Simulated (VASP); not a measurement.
# Mg2Ge3N (P-4m2) in VASP: relaxation of cell and atoms with PBE

Aim: the relaxation of cell and atoms of Mg2Ge3N with PBE.

Program: VASP 6.6.1. These are calculated values, not measurements. Logs are shortened: lines on timing, memory, paths and dates and some standing lists are left out, and cuts for length are marked.

**1. The cell of the first run**

The structure is tetragonal, space group P-4m2 (No. 115). Conventional cell: a = 3.307 Å, b = 3.307 Å, c = 9.250 Å, α = 90.00°, β = 90.00°, γ = 90.00°. Within 3.5 Å of Mg (site symmetry 2mm) lie 7 Ge at 2.64 to 3.30 Å and 2 N at 2.64 Å and 4 Mg at 3.31 Å. Within 3.1 Å of Ge (site symmetry -4m2) lie 4 N at 2.34 Å and 4 Mg at 2.64 Å. Ge (site symmetry 2mm) has 8 Ge at 2.76 to 3.31 Å and 5 Mg at 2.97 to 3.30 Å within 3.6 Å. N (site symmetry -4m2) has 4 Ge at 2.34 Å and 4 Mg at 2.64 Å within 3.1 Å.

The cell was built from a structure type or drawn by symmetry, and may not be a known phase.

**2. Relaxation of cell and atoms, PBE**

File INCAR:

```
SYSTEM = Mg2Ge3N
ALGO     = Normal         ! electronic algorithm
EDIFF    = 1E-6           ! SCF threshold, eV
EDIFFG   = -0.01          ! ionic threshold
ENCUT    = 600            ! plane-wave cutoff, eV
GGA      = PE             ! functional
IBRION   = 2              ! ionic algorithm
ISIF     = 3              ! what is computed and relaxed
ISMEAR   = 0              ! smearing method
LASPH    = .True.         ! aspherical terms in the spheres
LCHARG   = .False.        ! write CHGCAR
LREAL    = .False.        ! projectors in reciprocal space
LWAVE    = .False.        ! write WAVECAR
NELM     = 80             ! most SCF steps
NSW      = 100            ! ionic steps
PREC     = Accurate       ! precision mode
SIGMA    = 0.1            ! smearing width, eV
```

File KPOINTS:

```
k-points
0
Gamma
  12 12 4
  0 0 0
```

File POSCAR:

```
Mg2Ge3N
1.0
    3.3070351107      0.0000000000      0.0000000000
    0.0000000000      3.3070351107      0.0000000000
    0.0000000000      0.0000000000      9.2497288383
Mg Ge N
2 3 1
Direct
    0.0000000000      0.5000000000      0.7777828807
    0.5000000000      0.0000000000      0.2222171193
    0.5000000000      0.5000000000      0.0000000000
    0.0000000000      0.5000000000      0.4205271429
    0.5000000000      0.0000000000      0.5794728571
    0.0000000000      0.0000000000      0.0000000000
```

Potentials or basis: VASP PAW PBE potentials, release 64 (Mg, Ge_d, N).

Launch:

```sh
cat potpaw_PBE.64/Mg/POTCAR potpaw_PBE.64/Ge_d/POTCAR potpaw_PBE.64/N/POTCAR > POTCAR
mpirun -np 1 vasp_std > vasp.out
```

OUTCAR:

```text
SYSTEM = Mg2Ge3N
   EDIFF = 1E-6
   EDIFFG = -0.01
   ENCUT = 600
   GGA = PE
   IBRION = 2
   ISIF = 3
   ISMEAR = 0
   LASPH = .True.
   LREAL = .False.
   NELM = 80
   NSW = 100
   PREC = Accurate

 ion  position               nearest neighbor table
   1  0.000  0.500  0.778-   3 2.64   6 2.64   6 2.64   3 2.64   5 2.97   5 2.97   5 2.97   5 2.97

   2  0.500  0.000  0.222-   3 2.64   6 2.64   3 2.64   6 2.64   4 2.97   4 2.97   4 2.97   4 2.97

   3  0.500  0.500  0.000-   6 2.34   6 2.34   6 2.34   6 2.34   2 2.64   1 2.64   1 2.64   2 2.64

   4  0.000  0.500  0.421-   5 2.76   5 2.76   5 2.76   5 2.76   2 2.97   2 2.97   2 2.97   2 2.97

   5  0.500  0.000  0.579-   4 2.76   4 2.76   4 2.76   4 2.76   1 2.97   1 2.97   1 2.97   1 2.97

   6  0.000  0.000  0.000-   3 2.34   3 2.34   3 2.34   3 2.34   2 2.64   2 2.64   1 2.64   1 2.64

  LATTYP: Found a simple tetragonal cell.
 ALAT       =     3.3070351107
 C/A-ratio  =     2.7969853747

  Lattice vectors:

 A1 = (   3.3070351107,   0.0000000000,   0.0000000000)
 A2 = (   0.0000000000,   3.3070351107,   0.0000000000)
 A3 = (   0.0000000000,   0.0000000000,   9.2497288383)

Analysis of symmetry for initial positions (statically):
=====================================================================
 Subroutine PRICEL returns:
 Original cell was already a primitive cell.

 Routine SETGRP: Setting up the symmetry group for a
 simple tetragonal supercell.

 Subroutine GETGRP returns: Found  8 space group operations
 (whereof  8 operations were pure point group operations)
 out of a pool of 16 trial point group operations.

The static configuration has the point symmetry D_2d.

Analysis of symmetry for dynamics (positions and initial velocities):
=====================================================================
 Subroutine PRICEL returns:
 Original cell was already a primitive cell.

 Routine SETGRP: Setting up the symmetry group for a
 simple tetragonal supercell.

 Subroutine GETGRP returns: Found  8 space group operations
 (whereof  8 operations were pure point group operations)
 out of a pool of 16 trial point group operations.

The dynamic configuration has the point symmetry D_2d.

 Subroutine INISYM returns: Found  8 space group operations
 (whereof  8 operations are pure point group operations),
 and found     1 'primitive' translations

----------------------------------------------------------------------------------------

                                     Primitive cell

  volume of cell :     101.1595

  direct lattice vectors                    reciprocal lattice vectors
     3.307035111  0.000000000  0.000000000     0.302385662  0.000000000  0.000000000
     0.000000000  3.307035111  0.000000000     0.000000000  0.302385662  0.000000000
     0.000000000  0.000000000  9.249728838     0.000000000  0.000000000  0.108111277

  length of vectors
     3.307035111  3.307035111  9.249728838     0.302385662  0.302385662  0.108111277

  position of ions in fractional coordinates (direct lattice)
     0.000000000  0.500000000  0.777782881
     0.500000000  0.000000000  0.222217119
     0.500000000  0.500000000  0.000000000
     0.000000000  0.500000000  0.420527143
     0.500000000  0.000000000  0.579472857
     0.000000000  0.000000000  0.000000000

  ion indices of the primitive-cell ions
   primitive index   ion index
                 1           1
                 2           2
                 3           3
                 4           4
                 5           5
                 6           6

----------------------------------------------------------------------------------------

 KPOINTS: k-points

Automatic generation of k-mesh.
 Grid dimensions read from file:
 generate k-points for:   12   12    4

 Generating k-lattice:

  Cartesian coordinates                     Fractional coordinates (reciprocal lattice)
     0.025198805  0.000000000  0.000000000     0.083333333  0.000000000  0.000000000
     0.000000000  0.025198805  0.000000000     0.000000000  0.083333333  0.000000000
     0.000000000  0.000000000  0.027027819     0.000000000  0.000000000  0.250000000

  Length of vectors
     0.025198805  0.025198805  0.027027819

  Shift w.r.t. Gamma in fractional coordinates (k-lattice)
     0.000000000  0.000000000  0.000000000

 Subroutine IBZKPT returns following result:
 ===========================================

 Found     84 irreducible k-points:

 Following reciprocal coordinates:
            Coordinates               Weight
  0.000000  0.000000  0.000000      1.000000
  0.083333  0.000000  0.000000      4.000000
  0.166667  0.000000  0.000000      4.000000
  0.250000  0.000000  0.000000      4.000000
  0.333333  0.000000  0.000000      4.000000
  0.416667  0.000000  0.000000      4.000000
[... 16 lines left out ...]
  0.333333  0.333333  0.000000      4.000000
  0.416667  0.333333  0.000000      8.000000
 [... further k-points ...]
   k-points           NKPTS =     84   k-points in BZ     NKDIM =     84   number of bands    NBANDS=     30
   number of dos      NEDOS =    301   number of ions     NIONS =      6
   total plane-waves  NPLWV =  62720
   dimension x,y,z NGX =    28 NGY =   28 NGZ =   80
   dimension x,y,z NGXF=    56 NGYF=   56 NGZF=  160
   ions per type =               2   3   1
   NGX,Y,Z   is equivalent  to a cutoff of  14.08, 14.08, 14.38 a.u.
   NGXF,Y,Z  is equivalent  to a cutoff of  28.15, 28.15, 28.76 a.u.
 SYSTEM =  Mg2Ge3N
   PREC   = accura    normal or accurate (medium, high low for compatibility)
   ISTART =      0    job   : 0-new  1-cont  2-samecut
   ICHARG =      2    charge: 1-file 2-atom 10-const
   ISPIN  =      1    spin polarized calculation?
   LNONCOLLINEAR =      F non collinear calculations
   LSORBIT =      F    spin-orbit coupling
   LASPH  =      T    aspherical Exc in radial PAW
   ENCUT  =  600.0 eV  44.10 Ry    6.64 a.u.   6.60  6.60 18.47*2*pi/ulx,y,z
   NELM   =     80;   NELMIN=  2; NELMDL= -5     # of ELM steps
   EDIFF  = 0.1E-05   stopping-criterion for ELM
   LREAL  =      F    real-space projection
   EDIFFG = -.1E-01   stopping-criterion for IOM
   NSW    =    100    number of steps for IOM
   IBRION =      2    ionic relax: 0-MD 1-quasi-New 2-CG
   NFREE  =      1    steps in history (QN), initial steepest desc. (CG)
   ISIF   =      3    stress and relaxation
   ISYM   =      2    0-nonsym 1-usesym 2-fastsym
   POTIM  = 0.5000    time-step for ionic-motion
   TEBEG  =    0.0;   TEEND  =   0.0 temperature during run
   PSTRESS=    0.0 pullay stress
   NELECT =      51.0000    total number of electrons
   NUPDOWN=      -1.0000    fix difference up-down
   EMIN   =  10.00;   EMAX   =-10.00  energy-range for DOS
   EFERMI =   0.00;   METHOD = LEGACY
   ISMEAR =     0;   SIGMA  =   0.10  broadening in eV -4-tet -1-fermi 0-gaus
   EFERMI_NEDOS =   21; number of points for ismear=-14 and -15
   IALGO  =     38    algorithm
   IMIX   =      4    mixing-type and parameters
     AMIX     =   0.40;   BMIX     =  1.00
     AMIX_MAG =   1.60;   BMIX_MAG =  1.00
  volume/ion in A,a.u.               =      16.86       113.78
  Fermi-wavevector in a.u.,A,eV,Ry     =   1.302955  2.462228 23.098491  1.697691
  Thomas-Fermi vector in A             =   2.433989
   LORBIT       =      0    0 simple, 1 ext, 2 COOP (PROOUT), +10 PAW based schemes
   GGA     = PE    functional components
   LHFCALC =     F    Hartree Fock is set to
   AEXX    =    0.0000 exact exchange contribution
   IVDW    =     0    specifies the selected vdW correction
   LEPSILON=     F    determine dielectric tensor
   LRPA    =     F    only Hartree local field effects (RPA)
 conjugate gradient relaxation of ions
 non-spin polarized calculation
 Gauss-broadening in eV      SIGMA  =   0.10
  energy-cutoff  :      600.00
  volume of cell :      101.16
 maximum number of plane-waves:      3413
 NGX is ok and might be reduce to    28
   NGX = 13   NGY = 13   NGZ = 37

--------------------------------------- Ionic step        1  -------------------------------------------

 number of electron      50.9999969 magnetization

 Free energy of the ion-electron system (eV)
  ---------------------------------------------------
  ext. energy  EPLUGINS =         0.00000000
  ---------------------------------------------------
  free energy    TOTEN  =       -23.21932460 eV

  energy without entropy =      -23.20861960  energy(sigma->0) =      -23.21397210

------------------------ aborting loop because EDIFF is reached ----------------------------------------

  FORCE on cell =-STRESS in cart. coord.  units (eV):
  Direction    XX          YY          ZZ          XY          YZ          ZX
  --------------------------------------------------------------------------------------
  -------------------------------------------------------------------------------------
  Total        0.1243342      0.1243342     -0.3567237      0.0000000      0.0000000      0.0000000
  in kB        1.9692215      1.9692215     -5.6498375      0.0000000      0.0000000      0.0000000
  external PRESSURE =      -0.5704648 kB  Pullay stress =       0.0000000 kB
[... 305 lines left out ...]
  energy  without entropy=      -23.2234077781  energy(sigma->0) =      -23.22791009

--------------------------------------- Ionic step        9  -------------------------------------------

 number of electron      50.9999990 magnetization

 Free energy of the ion-electron system (eV)
  ---------------------------------------------------
  ext. energy  EPLUGINS =         0.00000000
  ---------------------------------------------------
  free energy    TOTEN  =       -23.23253711 eV

  energy without entropy =      -23.22349651  energy(sigma->0) =      -23.22801681

 E-fermi :   5.3960     XC(G=0): -10.4958

 val. band max:        5.3722619228   @ k =   0.2500   0.1667   0.5000
 cond. band min:       5.4092479810   @ k =   0.5000   0.5000   0.2500
 fundamental gap:      0.0369860582
 Fermi energy:         5.3960059363

 k-point     1 :       0.0000    0.0000    0.0000
  band No.  band energies     occupation
      1     -19.2411      2.00000
      2     -19.2334      2.00000
      3     -19.1705      2.00000
      4     -19.1705      2.00000
      5     -19.1576      2.00000
      6     -19.1324      2.00000
[... 781 lines left out ...]
     29       7.4515      0.00000
     30       7.8720      0.00000

 [... further k-points ...]

------------------------ aborting loop because EDIFF is reached ----------------------------------------

  FORCE on cell =-STRESS in cart. coord.  units (eV):
  Direction    XX          YY          ZZ          XY          YZ          ZX
  --------------------------------------------------------------------------------------
  -------------------------------------------------------------------------------------
  Total       -0.0270281     -0.0270281     -0.0376902      0.0000000      0.0000000      0.0000000
  in kB       -0.4289454     -0.4289454     -0.5981578      0.0000000      0.0000000      0.0000000
  external PRESSURE =      -0.4853495 kB  Pullay stress =       0.0000000 kB
[... 21 lines left out ...]
  FREE ENERGIE OF THE ION-ELECTRON SYSTEM (eV)
  ---------------------------------------------------
  free  energy   TOTEN  =       -23.2325371129 eV

  energy  without entropy=      -23.2234965101  energy(sigma->0) =      -23.22801681

 reached required accuracy - stopping structural energy minimisation
```

It took 49 min on 1 thread of Intel Xeon 8259CL, shared host; peak memory 0.46 GiB.

What came out:

| Item | Value |
| --- | --- |
| Free energy | -23.2325 eV |
| Relaxed volume | 16.83 Å³/atom |
| Relaxed cell | a = 3.336 Å, b = 3.336 Å, c = 9.074 Å, α = 90.00°, β = 90.00°, γ = 90.00° |
| Space group after relaxing (to 0.1 Å) | P-4m2 (No. 115) |
| Energy gained by relaxing | 2.2 meV/atom |
| Ionic steps | 9 |
| Pressure after relaxing | 0.0 GPa |
| Largest force after relaxing | 0.009 eV/Å |
| Band gap on the k mesh | zero (an odd number of electrons rules out a gap without spin polarisation) |

Forces on the atoms (eV/Å):
```
Mg   0.000  0.000 -0.009
Mg   0.000  0.000  0.009
Ge   0.000  0.000  0.000
Ge   0.000  0.000 -0.008
Ge   0.000  0.000  0.008
N    0.000  0.000  0.000
```

The path:
```csv
step,energy change (eV),largest force (eV/Å),pressure (GPa),volume (Å³)
1,0.0000,0.1374,-0.06,101.16
2,-0.0035,0.1158,0.04,101.07
3,-0.0108,0.0527,0.20,100.80
4,-0.0057,0.2054,0.62,100.23
5,-0.0123,0.0399,0.27,100.65
6,-0.0125,0.0359,0.28,100.60
7,-0.0127,0.0062,-0.27,101.41
8,-0.0131,0.0177,-0.06,101.05
9,-0.0132,0.0090,-0.05,100.95
```

Final structure:
```
Mg Ge N
1.0
     3.33552    0.00000    0.00000
     0.00000    3.33552    0.00000
     0.00000    0.00000    9.07398
Mg Ge N
2 3 1
Direct
  0.00000 0.50000 0.77478
  0.50000 0.00000 0.22522
  0.50000 0.50000 0.00000
  0.00000 0.50000 0.42479
  0.50000 0.00000 0.57521
  0.00000 0.00000 0.00000
```
